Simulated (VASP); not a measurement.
A run of VASP 6.6.1 is set up as follows.

The input INCAR:

```
SYSTEM = SiO2
PREC = Accurate
ENCUT = 520
EDIFF = 1E-7
ISMEAR = 0
SIGMA = 0.02
LREAL = .FALSE.
LASPH = .TRUE.
NELM = 80
ALGO = Normal
ISIF = 2
LWAVE = .FALSE.
LCHARG = .FALSE.
GGA = PE
NBANDS = 44
```

Contents of KPOINTS:

```
regular mesh
0
G
  6 6 6
  0 0 0
```

File POSCAR:

```
SiO2
1.0
   -2.6575680975      3.5051263818      4.2970466041
    2.6575680975     -3.5051263818      4.2970466041
    2.6575680975      3.5051263818     -4.2970466041
Si O
4 8
Direct
    0.8460304570      0.8169470933      0.0290833637
    0.7121362704      0.1830529067      0.5290833637
    0.1539695430      0.1830529067      0.9709166363
    0.2878637296      0.8169470933      0.4709166363
    0.0162799032      0.7662799032      0.2500000000
    0.9837200968      0.2337200968      0.7500000000
    0.6801417003      0.5000000000      0.6801417003
    0.3198582997      0.0000000000      0.8198582997
    0.3198582997      0.5000000000      0.3198582997
    0.6801417003      0.0000000000      0.1801417003
    0.0000000000      0.0000000000      0.0000000000
    0.5000000000      0.0000000000      0.5000000000
```

Potentials or basis: VASP PAW PBE potentials, release 64 (Si, O).

Run with:

```console
$ cat potpaw_PBE.64/Si/POTCAR potpaw_PBE.64/O/POTCAR > POTCAR
$ mpirun -np 1 vasp_std > vasp.out
```

What does it give for the largest force?

0.053 eV/Å.

What does it give for the pressure?

12.2 GPa.

Estimate the band gap on the k mesh.

5.52 eV (least direct gap 5.56 eV).

Forces on the atoms (eV/Å):
```
Si   0.000 -0.050  0.017
Si   0.000 -0.050 -0.017
Si   0.000  0.050 -0.017
Si   0.000  0.050  0.017
O    0.000  0.000  0.000
O    0.000  0.000  0.000
O    0.000 -0.005  0.000
O    0.000  0.005  0.000
O    0.000  0.005  0.000
O    0.000 -0.005  0.000
O    0.000  0.000  0.000
O    0.000  0.000  0.000
```

Caveat: the cell stands under pressure. A k mesh can miss the band edges.
